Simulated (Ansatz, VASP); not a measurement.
## TaC: VASP beside Ansatz

INCAR

```
PREC = Accurate ; ENCUT = 700
EDIFF = 1E-6 ; ISMEAR = 0
SIGMA = 0.05 ; LREAL = F
LASPH = T ; NELM = 120
ALGO = Normal ; ISIF = 2
LWAVE = F ; LCHARG = F
NBANDS = 16 ; GGA_COMPAT = F
```

File KPOINTS:

```
regular mesh
0
Gamma
  10 10 10
```

File POSCAR:

```
TaC
1.0
    0.0000000000      2.1797936357      2.1797936357
    2.1797936357      0.0000000000      2.1797936357
    2.1797936357      2.1797936357      0.0000000000
Ta C
1 1
Direct
    0.0000000000      0.0000000000      0.0000000000
    0.5000000000      0.5000000000      0.5000000000
```

Input for Ansatz:

```yaml
crystal:
  lattice:
    - [0.0, 2.1797936357, 2.1797936357]
    - [2.1797936357, 0.0, 2.1797936357]
    - [2.1797936357, 2.1797936357, 0.0]
  atoms:
    - { symbol: Ta, position: [0.0, 0.0, 0.0] }
    - { symbol: C, position: [0.5, 0.5, 0.5] }
basis:
  ecutwfc: 420
  ecutrho_ratio: 4
kpoints:
  mp_grid: { grid: [10, 10, 10] }
hamiltonian:
  xc: lda
scf:
  occupations: { method: gaussian, width: 0.05 }
output:
  forces: true
  stress: true
  eigenvalues: true
```

Alike in both runs: task single point; functional LDA; k mesh 10 × 10 × 10; occupations gaussian, width 0.05 eV; no spin polarisation.

|  | VASP | Ansatz |
| --- | --- | --- |
| version | VASP 6.6.1 | Ansatz 0.2.0 |
| potentials or method | VASP PAW LDA potentials, release 64 (Ta_sv_GW, C), cutoff 700 eV | scalar-relativistic, plane waves, PAW |
| valence electrons in the cell | 17 | 17 |

Ansatz gave:

| Quantity | Value |
| --- | --- |
| gap on the k mesh at the Fermi level (eV) | none |
| pressure (GPa) | 14.3 |

Question: Estimate VASP's values.

Answer: gap on the k mesh at the Fermi level (eV): none; pressure (GPa): 15.5.

LDA's correlation is that of Perdew and Zunger in VASP and of Perdew and Wang (1992) in Ansatz. A gap of «none» marks a metal or a gap that the smearing closes.

Spin-orbit coupling is off throughout.
